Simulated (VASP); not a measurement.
Write the native input for VASP 6.6.1 that does the following.

```
Task                   : single point
Functional             : PBE
Potentials or basis    : VASP PAW PBE potentials, release 64 (Ba_sv, Te)
Cutoff                 : 520 eV
k mesh                 : 8 × 8 × 8
Occupations            : gaussian, width 0.02 eV
Spin                   : no spin polarisation
Dipole correction      : no
Further INCAR settings : ALGO = Normal; EDIFF = 1e-06; NBANDS = 15
```

The structure of BaTe lies in POSCAR:

```
BaTe
1.0
    0.0000000000      3.5332888708      3.5332888708
    3.5332888708      0.0000000000      3.5332888708
    3.5332888708      3.5332888708      0.0000000000
Ba Te
1 1
Direct
    0.0000000000      0.0000000000      0.0000000000
    0.5000000000      0.5000000000      0.5000000000
```

These files were run (other wordings do the same):

INCAR

```
ALGO = Normal
EDIFF = 1E-6
ENCUT = 520
GGA = PE
ISIF = 2
ISMEAR = 0
LASPH = T
LCHARG = F
LREAL = F
LWAVE = F
NBANDS = 15
NELM = 60
PREC = Accurate
SIGMA = 0.02
```

KPOINTS

```
k-points
0
Gamma
  8 8 8
```

Potentials or basis: VASP PAW PBE potentials, release 64 (Ba_sv, Te).

Launch:

```console
$ cat potpaw_PBE.64/Ba_sv/POTCAR potpaw_PBE.64/Te/POTCAR > POTCAR
$ mpirun -np 1 vasp_std > vasp.out
```

It gave:

```
Pressure               : 0.3 GPa
Band gap on the k mesh : 1.58 eV, indirect (least direct gap 1.96 eV)
```

Caveat: spin-orbit coupling is left out, which moves the levels of the heavy elements.

Run time: 43 s on 1 thread of AMD EPYC 7R43 64-Core Processor (Zen 3), on a shared host, peak memory 0.21 GiB.
